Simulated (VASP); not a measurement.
# CdTe (I-4m2) in VASP: notebook

The runs below take CdTe through single point, with r2SCAN, HSE06.

Program: VASP 6.6.1. These are calculated values, not measurements. Logs are shortened: lines on timing, memory, paths and dates and some standing lists are left out, and cuts for length are marked.

## Step 1: The cell of the first run

The structure is tetragonal, space group I-4m2 (No. 119). Conventional cell: a = 4.368 Å, b = 4.368 Å, c = 7.046 Å, α = 90.00°, β = 90.00°, γ = 90.00°. Within 3.7 Å of Cd (site symmetry -4m2) lie 4 Te at 2.81 Å. Within 3.7 Å of Te (site symmetry -4m2) lie 4 Cd at 2.81 Å.

## Step 2: Single point, r2SCAN (epitaxial xy strain -5.8%)

The input, POSCAR:

```
CdTe
1.0
    0.0000000000      3.0886830026      3.5230891775
    3.0886830026      0.0000000000      3.5230891775
    3.0886830026      3.0886830026      0.0000000000
Cd Te
1 1
Direct
    0.0000000000      0.0000000000      0.0000000000
    0.2500000000      0.2500000000      0.2500000000
```

The input, INCAR.step1:

```
SYSTEM = CdTe
PREC     = Accurate       ! precision mode
ENCUT    = 520            ! plane-wave cutoff, eV
ISMEAR   = 0              ! smearing method
SIGMA    = 0.01           ! smearing width, eV
LREAL    = .FALSE.        ! projectors in reciprocal space
LASPH    = .TRUE.         ! aspherical terms in the spheres
NELM     = 60             ! most SCF steps
NBANDS   = 16             ! bands
GGA      = PE             ! functional
ALGO     = Normal         ! electronic algorithm
EDIFF    = 1E-4           ! SCF threshold, eV
LWAVE    = .TRUE.         ! write WAVECAR
LCHARG   = .FALSE.        ! write CHGCAR
```

The input, INCAR.step2:

```
SYSTEM = CdTe
PREC     = Accurate       ! precision mode
ENCUT    = 520            ! plane-wave cutoff, eV
EDIFF    = 1E-6           ! SCF threshold, eV
ISMEAR   = 0              ! smearing method
SIGMA    = 0.01           ! smearing width, eV
LREAL    = .FALSE.        ! projectors in reciprocal space
LASPH    = .TRUE.         ! aspherical terms in the spheres
NELM     = 60             ! most SCF steps
ALGO     = Normal         ! electronic algorithm
ISIF     = 2              ! what is computed and relaxed
LWAVE    = .FALSE.        ! write WAVECAR
LCHARG   = .TRUE.         ! write CHGCAR
METAGGA  = R2SCAN         ! meta-GGA
LMIXTAU  = .TRUE.       
LELF     = .TRUE.         ! ELF
LVHAR    = .TRUE.       
NBANDS   = 16             ! bands
ISTART   = 1
```

The input, KPOINTS:

```
regular mesh
0
G
  6 6 6
  0 0 0
```

Potentials or basis: VASP PAW PBE potentials, release 64 (Cd, Te).

Started as:

```
> cat potpaw_PBE.64/Cd/POTCAR potpaw_PBE.64/Te/POTCAR > POTCAR
> cp INCAR.step1 INCAR
> mpirun -np 1 vasp_std > vasp.out
> cp INCAR.step2 INCAR
> mpirun -np 1 vasp_std > vasp.out
```

OUTCAR:

```text
SYSTEM = CdTe
   PREC = Accurate
   ENCUT = 520
   EDIFF = 1E-6
   ISMEAR = 0
   LREAL = .FALSE.
   LASPH = .TRUE.
   NELM = 60
   ISIF = 2
   METAGGA = R2SCAN
   ISTART = 1

 ion  position               nearest neighbor table
   1  0.000  0.000  0.000-   2 2.81   2 2.81   2 2.81   2 2.81
   2  0.250  0.250  0.250-   1 2.81   1 2.81   1 2.81   1 2.81

  LATTYP: Found a body centered tetragonal cell.
 ALAT       =     4.3680573921
 C/A-ratio  =     1.6131148752

  Lattice vectors:

 A1 = (  -3.0886830026,   0.0000000000,   3.5230891775)
 A2 = (   3.0886830026,   0.0000000000,   3.5230891775)
 A3 = (   0.0000000000,   3.0886830026,  -3.5230891775)

Analysis of symmetry for initial positions (statically):
=====================================================================
 Subroutine PRICEL returns:
 Original cell was already a primitive cell.

 Routine SETGRP: Setting up the symmetry group for a
 body centered tetragonal supercell.

 Subroutine GETGRP returns: Found  8 space group operations
 (whereof  8 operations were pure point group operations)
 out of a pool of 16 trial point group operations.

The static configuration has the point symmetry D_2d.

Analysis of symmetry for dynamics (positions and initial velocities):
=====================================================================
 Subroutine PRICEL returns:
 Original cell was already a primitive cell.

 Routine SETGRP: Setting up the symmetry group for a
 body centered tetragonal supercell.

 Subroutine GETGRP returns: Found  8 space group operations
 (whereof  8 operations were pure point group operations)
 out of a pool of 16 trial point group operations.

The dynamic configuration has the point symmetry D_2d.

 Subroutine INISYM returns: Found  8 space group operations
 (whereof  8 operations are pure point group operations),
 and found     1 'primitive' translations

----------------------------------------------------------------------------------------

                                     Primitive cell

  volume of cell :      67.2203

  direct lattice vectors                    reciprocal lattice vectors
     0.000000000  3.088683003  3.523089178    -0.161881294  0.161881294  0.141920904
     3.088683003  0.000000000  3.523089178     0.161881294 -0.161881294  0.141920904
     3.088683003  3.088683003  0.000000000     0.161881294  0.161881294 -0.141920904

  length of vectors
     4.685308959  4.685308959  4.368057392     0.269355990  0.269355990  0.269355990

  position of ions in fractional coordinates (direct lattice)
     0.000000000  0.000000000  0.000000000
     0.250000000  0.250000000  0.250000000

  ion indices of the primitive-cell ions
   primitive index   ion index
                 1           1
                 2           2

----------------------------------------------------------------------------------------

 KPOINTS: regular mesh

Automatic generation of k-mesh.
 Grid dimensions read from file:
 generate k-points for:    6    6    6

 Generating k-lattice:

  Cartesian coordinates                     Fractional coordinates (reciprocal lattice)
    -0.026980216  0.026980216  0.023653484     0.166666667 -0.000000000  0.000000000
     0.026980216 -0.026980216  0.023653484    -0.000000000  0.166666667  0.000000000
     0.026980216  0.026980216 -0.023653484     0.000000000  0.000000000  0.166666667

  Length of vectors
     0.044892665  0.044892665  0.044892665

  Shift w.r.t. Gamma in fractional coordinates (k-lattice)
     0.000000000  0.000000000  0.000000000

 Subroutine IBZKPT returns following result:
 ===========================================

 Found     30 irreducible k-points:

 Following reciprocal coordinates:
            Coordinates               Weight
  0.000000  0.000000  0.000000      1.000000
  0.166667  0.000000  0.000000      8.000000
  0.333333  0.000000  0.000000      8.000000
  0.500000  0.000000  0.000000      4.000000
  0.166667  0.166667  0.000000      2.000000
  0.333333  0.166667  0.000000      8.000000
[... 16 lines left out ...]
  0.333333  0.000000  0.333333      4.000000
  0.500000  0.000000  0.333333     16.000000
 [... further k-points ...]
   k-points           NKPTS =     30   k-points in BZ     NKDIM =     30   number of bands    NBANDS=     16
   number of dos      NEDOS =    301   number of ions     NIONS =      2
   total plane-waves  NPLWV =  41472
   dimension x,y,z NGX =    36 NGY =   36 NGZ =   32
   dimension x,y,z NGXF=    72 NGYF=   72 NGZF=   64
   ions per type =               1   1
   NGX,Y,Z   is equivalent  to a cutoff of  12.77, 12.77, 12.18 a.u.
   NGXF,Y,Z  is equivalent  to a cutoff of  25.55, 25.55, 24.36 a.u.
 SYSTEM =  CdTe
   PREC   = accura    normal or accurate (medium, high low for compatibility)
   ISTART =      1    job   : 0-new  1-cont  2-samecut
   ICHARG =      0    charge: 1-file 2-atom 10-const
   ISPIN  =      1    spin polarized calculation?
   LNONCOLLINEAR =      F non collinear calculations
   LSORBIT =      F    spin-orbit coupling
   LASPH  =      T    aspherical Exc in radial PAW
   ENCUT  =  520.0 eV  38.22 Ry    6.18 a.u.   8.71  8.71  8.12*2*pi/ulx,y,z
   NELM   =     60;   NELMIN=  2; NELMDL=  0     # of ELM steps
   EDIFF  = 0.1E-05   stopping-criterion for ELM
   LREAL  =      F    real-space projection
   EDIFFG = 0.1E-04   stopping-criterion for IOM
   NSW    =      0    number of steps for IOM
   IBRION =     -1    ionic relax: 0-MD 1-quasi-New 2-CG
   NFREE  =      0    steps in history (QN), initial steepest desc. (CG)
   ISIF   =      2    stress and relaxation
   ISYM   =      2    0-nonsym 1-usesym 2-fastsym
   POTIM  = 0.5000    time-step for ionic-motion
   TEBEG  =    0.0;   TEEND  =   0.0 temperature during run
   PSTRESS=    0.0 pullay stress
   NELECT =      18.0000    total number of electrons
   NUPDOWN=      -1.0000    fix difference up-down
   EMIN   =  10.00;   EMAX   =-10.00  energy-range for DOS
   EFERMI =   0.00;   METHOD = LEGACY
   ISMEAR =     0;   SIGMA  =   0.01  broadening in eV -4-tet -1-fermi 0-gaus
   EFERMI_NEDOS =   21; number of points for ismear=-14 and -15
   IALGO  =     38    algorithm
   IMIX   =      4    mixing-type and parameters
     AMIX     =   0.40;   BMIX     =  1.00
     AMIX_MAG =   1.60;   BMIX_MAG =  1.00
  volume/ion in A,a.u.               =      33.61       226.81
  Fermi-wavevector in a.u.,A,eV,Ry     =   1.055194  1.994027 15.149189  1.113434
  Thomas-Fermi vector in A             =   2.190383
   LORBIT       =      0    0 simple, 1 ext, 2 COOP (PROOUT), +10 PAW based schemes
   METAGGA = R2SCAN    functional components
   LHFCALC =     F    Hartree Fock is set to
   AEXX    =    0.0000 exact exchange contribution
   IVDW    =     0    specifies the selected vdW correction
   LEPSILON=     F    determine dielectric tensor
   LRPA    =     F    only Hartree local field effects (RPA)
 non-spin polarized calculation
 Gauss-broadening in eV      SIGMA  =   0.01
  energy-cutoff  :      520.00
  volume of cell :       67.22
 maximum number of plane-waves:      1865
   NGX = 17   NGY = 17   NGZ = 17

 number of electron      17.9999996 magnetization

 Free energy of the ion-electron system (eV)
  ---------------------------------------------------
  ext. energy  EPLUGINS =         0.00000000
  ---------------------------------------------------
  free energy    TOTEN  =       -46.57154952 eV

  energy without entropy =      -46.57154952  energy(sigma->0) =      -46.57154952

 E-fermi :   2.4313     XC(G=0):  -9.1710

 val. band max:        2.3871748570   @ k =   0.0000   0.0000   0.0000
 cond. band min:       3.4398272732   @ k =   0.0000   0.0000   0.0000
 fundamental gap:      1.0526524162
 Fermi energy:         2.4312794275

 k-point     1 :       0.0000    0.0000    0.0000
  band No.  band energies     occupation
      1      -9.3584      2.00000
      2      -6.4101      2.00000
      3      -6.3682      2.00000
      4      -6.3682      2.00000
      5      -6.1064      2.00000
      6      -6.0943      2.00000
[... 8 lines left out ...]
     15      10.9666      0.00000
     16      11.6534      0.00000

 k-point     2 :       0.1667    0.0000    0.0000
  band No.  band energies     occupation
      1      -9.2484      2.00000
      2      -6.3814      2.00000
      3      -6.3482      2.00000
      4      -6.2963      2.00000
      5      -6.0995      2.00000
      6      -6.0978      2.00000
[... 8 lines left out ...]
     15      11.4722      0.00000
     16      11.7472      0.00000

 k-point     3 :       0.3333    0.0000    0.0000
  band No.  band energies     occupation
      1      -9.0285      2.00000
      2      -6.3470      2.00000
      3      -6.3114      2.00000
      4      -6.1160      2.00000
      5      -6.1061      2.00000
      6      -5.9722      2.00000
[... 8 lines left out ...]
     15      11.6447      0.00000
     16      12.0360      0.00000

 k-point     4 :       0.5000    0.0000    0.0000
  band No.  band energies     occupation
      1      -8.9210      2.00000
      2      -6.3351      2.00000
      3      -6.2955      2.00000
      4      -6.1065      2.00000
      5      -6.0870      2.00000
      6      -5.7247      2.00000
[... 8 lines left out ...]
     15      12.8161      0.00000
     16      13.2008      0.00000
[... 324 lines left out ...]
 k-point    22 :      -0.3333    0.5000    0.1667
  band No.  band energies     occupation
      1      -8.8289      2.00000
      2      -6.2488      2.00000
      3      -6.2337      2.00000
      4      -6.1338      2.00000
      5      -6.0966      2.00000
      6      -5.6038      2.00000
[... 8 lines left out ...]
     15      13.5353      0.00000
     16      13.9851      0.00000

 k-point    23 :       0.3333    0.0000    0.3333
  band No.  band energies     occupation
      1      -8.9006      2.00000
      2      -6.3003      2.00000
      3      -6.2259      2.00000
      4      -6.2158      2.00000
      5      -6.0865      2.00000
      6      -5.8271      2.00000
[... 8 lines left out ...]
     15      12.4697      0.00000
     16      15.3140      0.00000

 k-point    24 :       0.5000    0.0000    0.3333
  band No.  band energies     occupation
      1      -8.8016      2.00000
      2      -6.2859      2.00000
      3      -6.2176      2.00000
      4      -6.1800      2.00000
      5      -6.0814      2.00000
      6      -5.5679      2.00000
[... 8 lines left out ...]
     15      12.8811      0.00000
     16      14.5517      0.00000

 [... further k-points ...]

------------------------ aborting loop because EDIFF is reached ----------------------------------------

  FORCE on cell =-STRESS in cart. coord.  units (eV):
  Direction    XX          YY          ZZ          XY          YZ          ZX
  --------------------------------------------------------------------------------------
  -------------------------------------------------------------------------------------
  Total        1.2237109      1.2237109      0.0583405      0.0000000      0.0000000      0.0000000
  in kB       29.1668226     29.1668226      1.3905291      0.0000000      0.0000000      0.0000000
  external PRESSURE =      19.9080581 kB  Pullay stress =       0.0000000 kB

 VOLUME and BASIS-vectors are now :
 -----------------------------------------------------------------------------
  energy-cutoff  :      520.00
  volume of cell :       67.22
      direct lattice vectors                 reciprocal lattice vectors
     0.000000000  3.088683003  3.523089178    -0.161881294  0.161881294  0.141920904
     3.088683003  0.000000000  3.523089178     0.161881294 -0.161881294  0.141920904
     3.088683003  3.088683003  0.000000000     0.161881294  0.161881294 -0.141920904

 POSITION                                       TOTAL-FORCE (eV/Angst)
 -----------------------------------------------------------------------------------
      0.00000      0.00000      0.00000        -0.000000     -0.000000     -0.000000
      1.54434      1.54434      1.76154         0.000000      0.000000      0.000000
 -----------------------------------------------------------------------------------
    total drift:                               -0.000023     -0.000023     -0.000016

  FREE ENERGIE OF THE ION-ELECTRON SYSTEM (eV)
  ---------------------------------------------------
  free  energy   TOTEN  =       -46.5715495187 eV

  energy  without entropy=      -46.5715495187  energy(sigma->0) =      -46.57154952
```

Run time: 2.3 min. Hardware: 1 thread of Intel Xeon 8259CL, shared host; peak memory 0.22 GiB.

Results:

- Free energy: -46.5715 eV
- Pressure: 2.0 GPa
- Band gap on the k mesh: 1.05 eV

Caveat: the cell differs from its parent crystal (epitaxial xy strain -5.8%); the PAW data sets were made with another functional, which shifts forces and pressure a little; spin-orbit coupling is left out, which moves the levels of the heavy elements.

## Step 3: Single point, r2SCAN (biaxial xy strain +6.0%)

The input, POSCAR:

```
CdTe
1.0
    0.0000000000      3.4763673298      3.2799012452
    3.4763673298      0.0000000000      3.2799012452
    3.4763673298      3.4763673298      0.0000000000
Cd Te
1 1
Direct
    0.0000000000      0.0000000000      0.0000000000
    0.2500000000      0.2500000000      0.2500000000
```

The input, INCAR.step1:

```
SYSTEM = CdTe
PREC     = Accurate       ! precision mode
ENCUT    = 520            ! plane-wave cutoff, eV
ISMEAR   = 0              ! smearing method
SIGMA    = 0.01           ! smearing width, eV
LREAL    = .False.        ! projectors in reciprocal space
LASPH    = .True.         ! aspherical terms in the spheres
NELM     = 100            ! most SCF steps
NBANDS   = 16             ! bands
GGA      = PE             ! functional
ALGO     = Normal         ! electronic algorithm
EDIFF    = 1E-4           ! SCF threshold, eV
LWAVE    = .True.         ! write WAVECAR
LCHARG   = .False.        ! write CHGCAR
```

The input, INCAR.step2:

```
SYSTEM = CdTe
PREC     = Accurate       ! precision mode
ENCUT    = 520            ! plane-wave cutoff, eV
EDIFF    = 1E-6           ! SCF threshold, eV
ISMEAR   = 0              ! smearing method
SIGMA    = 0.01           ! smearing width, eV
LREAL    = .False.        ! projectors in reciprocal space
LASPH    = .True.         ! aspherical terms in the spheres
NELM     = 100            ! most SCF steps
ALGO     = Normal         ! electronic algorithm
ISIF     = 2              ! what is computed and relaxed
LWAVE    = .False.        ! write WAVECAR
LCHARG   = .False.        ! write CHGCAR
METAGGA  = R2SCAN         ! meta-GGA
LMIXTAU  = .True.       
NBANDS   = 16             ! bands
ISTART   = 1
```

The input, KPOINTS:

```
Automatic mesh
0
Gamma
  6 6 6
  0 0 0
```

Potentials or basis: VASP PAW PBE potentials, release 64 (Cd, Te).

Started as:

```
> cat potpaw_PBE.64/Cd/POTCAR potpaw_PBE.64/Te/POTCAR > POTCAR
> cp INCAR.step1 INCAR
> mpirun -np 1 vasp_std > vasp.out
> cp INCAR.step2 INCAR
> mpirun -np 1 vasp_std > vasp.out
```

Run time: 3.1 min. Hardware: 1 thread of Intel Xeon 8259CL, shared host; peak memory 0.25 GiB.

It converged, with:

```
Free energy            : -46.5262 eV
Pressure               : -3.6 GPa
Band gap on the k mesh : 0.67 eV
```

Stress tensor (GPa, compression positive):
```
-3.91  0.00  0.00
 0.00 -3.91  0.00
 0.00  0.00 -2.88
```

Levels at points of the mesh, in eV from the valence-band top:
```
           k point  band 5  band 6  band 7  band 8  band 9  band 10  band 11  band 12  band 13  band 14
(0.00, 0.00, 0.00)   -8.09   -8.09   -0.15   -0.15    0.00     0.67     4.99     5.03     5.03     7.52
(0.50, 0.00, 0.00)   -8.08   -7.83   -3.78   -0.80   -0.57     1.92     5.37     5.69     7.06     8.55
(0.50, 0.50, 0.00)   -8.06   -7.67   -3.58   -1.67   -1.67     2.56     2.96     8.76     8.90     8.90
(0.50, 0.00, 0.50)   -8.07   -7.75   -3.82   -1.49   -1.42     2.97     3.13     8.36     8.66     9.00
```

Caveat: the cell differs from its parent crystal (biaxial xy strain +6.0%); the cell stands under tension; the PAW data sets were made with another functional, which shifts forces and pressure a little; spin-orbit coupling is left out, which moves the levels of the heavy elements.

(Part 1 of 2 ends here.)
